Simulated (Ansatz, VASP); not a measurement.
**TaN: VASP beside Ansatz**

```xyz
2
Lattice="0.0000 2.1790 2.1136 2.1790 0.0000 2.1136 2.1790 2.1790 0.0000" Properties=species:S:1:pos:R:3 pbc="T T T"
Ta    2.1790    2.1790    2.1136
N     0.0000    0.0000    0.0000
```

Change from the starting cell: zz strain of -3 %, crystal datasets.

Alike in both runs: task electric field gradients; functional PBEsol; k mesh 9 × 9 × 9; occupations fermi-dirac, width 0.02 eV; no spin polarisation.

```csv
,VASP,Ansatz
version,VASP 6.6.1,Ansatz 0.2.0
potentials or method,"VASP PAW PBE potentials, release 64 (Ta_pv, N), cutoff 520 eV","all-electron PAW with datasets made for the crystal, scalar-relativistic"
```

VASP gave:

| Property | Result |
| --- | --- |
| pressure (GPa) | 18.8 |
| traceless stress, the component that is largest in VASP (GPa) | 17.26 |
| size of Vzz on the site where it differs most (V/Å²) | 155.9 |

**Question.** What did Ansatz give for the same quantities?

**Answer.** Pressure (GPa): 17.3; traceless stress, the component that is largest in VASP (GPa): 16.88; size of Vzz on the site where it differs most (V/Å²): 159.1.

VASP's potentials were made for PBE, not for PBEsol. Ansatz ran all-electron here, and VASP with PAW potentials.

Spin-orbit coupling is off throughout.
